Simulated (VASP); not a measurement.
Al: single point with r2SCAN

Al:

```
Al
1.0
     2.74567    0.00000    0.00000
    -1.37284    2.37782    0.00000
     0.00000    0.00000    9.00090
Al
4
Direct
  0.00000 0.00000 0.00000
  0.00000 0.00000 0.50000
  0.33333 0.66667 0.25000
  0.66667 0.33333 0.75000
```

This isn't the form of Al at room conditions, which is fcc.

```json
{"Program": "VASP 6.6.1", "Task": "single point", "Functional": "r2SCAN", "Potentials or basis": "VASP PAW PBE potentials, release 64 (Al)", "Cutoff": "520 eV", "k mesh": "14 × 14 × 4", "Occupations": "fermi-dirac, width 0.1 eV", "Spin": "no spin polarisation", "Dipole correction": "no", "Further INCAR settings": "ALGO = Normal; EDIFF = 1e-06; NBANDS = 14"}
```

```
Pressure               : 8.7 GPa
Band gap on the k mesh : zero (bands 6 and 7 overlap by 6.17 eV)
```

Stress tensor (GPa, compression positive):
```
8.42 0.00 0.00
0.00 8.42 0.00
0.00 0.00 9.32
```

Levels at points of the mesh, in eV from the Fermi level:
```tsv
k point	band 2	band 3	band 4	band 5	band 6	band 7	band 8	band 9	band 10	band 11
(0.00, 0.00, 0.00)	-10.77	-10.77	-5.51	-4.75	3.83	3.83	12.38	12.38	12.40	12.40
(0.50, 0.00, 0.00)	-5.94	-4.58	-4.53	-3.59	-3.55	0.78	1.13	1.70	2.07	6.66
(0.00, 0.00, 0.50)	-12.21	-8.41	-8.41	-1.02	-1.02	9.29	9.29	12.63	12.63	12.63
(0.50, 0.00, 0.50)	-5.63	-5.39	-5.39	-2.09	-2.09	-1.33	-1.33	5.07	5.07	5.27
```

Run time: 100 s on 1 thread of AMD EPYC 9R45 96-Core Processor (Zen 5), with other jobs on the host, peak memory 0.16 GiB.

Caveat: the cell stands under pressure; the PAW data sets were made with another functional, which shifts forces and pressure a little.
